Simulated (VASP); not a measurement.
Input of a VASP 6.6.1 run:

File INCAR:

```
SYSTEM = Li
ALGO     = Normal         ! electronic algorithm
EDIFF    = 1E-6           ! SCF threshold, eV
ENCUT    = 520            ! plane-wave cutoff, eV
GGA      = PE             ! functional
ISIF     = 2              ! what is computed and relaxed
ISMEAR   = -1             ! smearing method
LASPH    = .TRUE.         ! aspherical terms in the spheres
LCHARG   = .TRUE.         ! write CHGCAR
LELF     = .TRUE.         ! ELF
LREAL    = .FALSE.        ! projectors in reciprocal space
LVHAR    = .TRUE.       
LWAVE    = .FALSE.        ! write WAVECAR
NBANDS   = 10             ! bands
NELM     = 80             ! most SCF steps
PREC     = Accurate       ! precision mode
SIGMA    = 0.05           ! smearing width, eV
```

File KPOINTS:

```
k-points
0
G
  11 11 11
  0 0 0
```

POSCAR

```
Li
1.0
    0.0000000000      2.9456918260      2.9456918260
    2.9456918260      0.0000000000      2.9456918260
    2.9456918260      2.9456918260      0.0000000000
Li
2
Direct
   -0.1250000000     -0.1250000000     -0.1250000000
    0.1250000000      0.1250000000      0.1250000000
```

Potentials or basis: VASP PAW PBE potentials, release 64 (Li_sv).

Command:

```console
$ cat potpaw_PBE.64/Li_sv/POTCAR > POTCAR
$ mpirun -np 1 vasp_std > vasp.out
```

(1) What does it give for the band gap on the k mesh?

## Answers

(1) zero (bands 3 and 4 overlap by 0.50 eV).
